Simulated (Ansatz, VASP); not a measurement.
# KCl: VASP beside Ansatz

```
CELL_PARAMETERS angstrom
0.00000 3.09298 3.15610
3.09298 0.00000 3.15610
3.09298 3.09298 0.00000
ATOMIC_POSITIONS crystal
K 0.00000 0.00000 0.00000
Cl 0.50000 0.50000 0.50000
```

Change from the starting cell: equal xx and yy strain of -2 %.

Alike in both runs: task single point; functional PBEsol; k mesh 7 × 7 × 7; occupations fermi-dirac, width 0.03 eV; no spin polarisation.

|  | VASP | Ansatz |
| --- | --- | --- |
| version | VASP 6.6.1 | Ansatz 0.2.0 |
| potentials or method | VASP PAW PBE potentials, release 64 (K_sv, Cl), cutoff 520 eV | all-electron LAPW, scalar-relativistic |

VASP gave:

- gap on the k mesh at the Fermi level (eV): 5.12
- pressure (GPa): 0.2
- traceless stress, the component that is largest in VASP (GPa): -0.51

What did Ansatz give for the same quantities?

gap on the k mesh at the Fermi level (eV): 5.12; pressure (GPa): 0.2; traceless stress, the component that is largest in VASP (GPa): -0.50.

VASP's potentials were made for PBE, not for PBEsol. Ansatz ran all-electron here, and VASP with PAW potentials.
